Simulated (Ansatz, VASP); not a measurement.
## Two plane-wave programs on HfPdSe2

```
Hf Pd Se
1.0
     3.76823    0.00000    0.00000
     0.00000    3.76823    0.00000
     0.00000    0.00000    5.84073
Hf Pd Se
1 1 2
Direct
  0.50000 0.50000 0.50000
  0.50000 0.50000 0.00000
  0.00000 0.00000 0.50000
  0.00000 0.00000 0.00000
```

Alike in both runs: task single point; functional PBE; k mesh 4 × 4 × 4; occupations gaussian, width 0.1 eV; collinear spin.

|  | VASP | Ansatz |
| --- | --- | --- |
| version | VASP 6.6.1 | Ansatz 0.2.0 |
| potentials or method | VASP PAW PBE potentials, release 64 (Hf_pv, Pd, Se), cutoff 520 eV | scalar-relativistic, plane waves, PAW |
| valence electrons in the cell | 32 | 76 |

|  | VASP | Ansatz | Ansatz less VASP |
| --- | --- | --- | --- |
| gap on the k mesh at the Fermi level (eV) | none | none | - |
| pressure (GPa) | -0.4 | -0.1 | +0.27 |
| traceless stress, the component that is largest in VASP (GPa) | 0.31 | 0.23 | -0.074 |
| net moment per atom (μB) | 0.00 | 0.00 | 0.000 |

A gap of «none» marks a metal or a gap that the smearing closes. The functional is the same, so the differences come from potentials, cutoffs and numerics. VASP's potentials hold 32 valence electrons a cell and Ansatz's 76, so a difference there can come from the potentials and not from the codes. Ansatz's warnings: seeded moment not kept.

The k mesh is coarse, so the values compare programs but aren't converged. Spin-orbit coupling is off throughout.
